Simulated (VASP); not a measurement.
Input of a VASP 6.6.1 run:

POSCAR

```
CdTe
1.0
    0.0000000000      3.2851250000      3.1248750000
    3.2851250000      0.0000000000      3.1248750000
    3.2851250000      3.2851250000      0.0000000000
Cd Te
1 1
Direct
    0.0000000000      0.0000000000      0.0000000000
    0.7500000000      0.7500000000      0.7500000000
```

File INCAR.step1:

```
PREC = Accurate ; ENCUT = 520
ISMEAR = 0 ; SIGMA = 0.05
LREAL = False ; LASPH = True
NELM = 80 ; NBANDS = 16
GGA = PE ; ALGO = Normal
EDIFF = 1E-4 ; LWAVE = True
LCHARG = False
```

File INCAR.step2:

```
PREC = Accurate ; ENCUT = 520
EDIFF = 1E-6 ; ISMEAR = 0
SIGMA = 0.05 ; LREAL = False
LASPH = True ; NELM = 80
ALGO = Normal ; ISIF = 2
LWAVE = False ; LCHARG = False
METAGGA = R2SCAN ; LMIXTAU = True
NBANDS = 16 ; ISTART = 1
```

Contents of KPOINTS:

```
Automatic mesh
0
Gamma
  8 8 8
```

Potentials or basis: VASP PAW PBE potentials, release 64 (Cd, Te).

Command:

```console
$ cat potpaw_PBE.64/Cd/POTCAR potpaw_PBE.64/Te/POTCAR > POTCAR
$ cp INCAR.step1 INCAR
$ mpirun -np 1 vasp_std > vasp.out
$ cp INCAR.step2 INCAR
$ mpirun -np 1 vasp_std > vasp.out
```

What does it give for the pressure?

2.1 GPa.

What does it give for the band gap on the k mesh?

1.19 eV, direct.

Stress tensor (GPa, compression positive):
```
1.84 0.00 0.00
0.00 1.84 0.00
0.00 0.00 2.51
```

Caveat: the cell differs from its parent crystal (strain +0.025 along x and y, -0.025 along z); the PAW data sets were made with another functional, which shifts forces and pressure a little; spin-orbit coupling is left out, which moves the levels of the heavy elements.
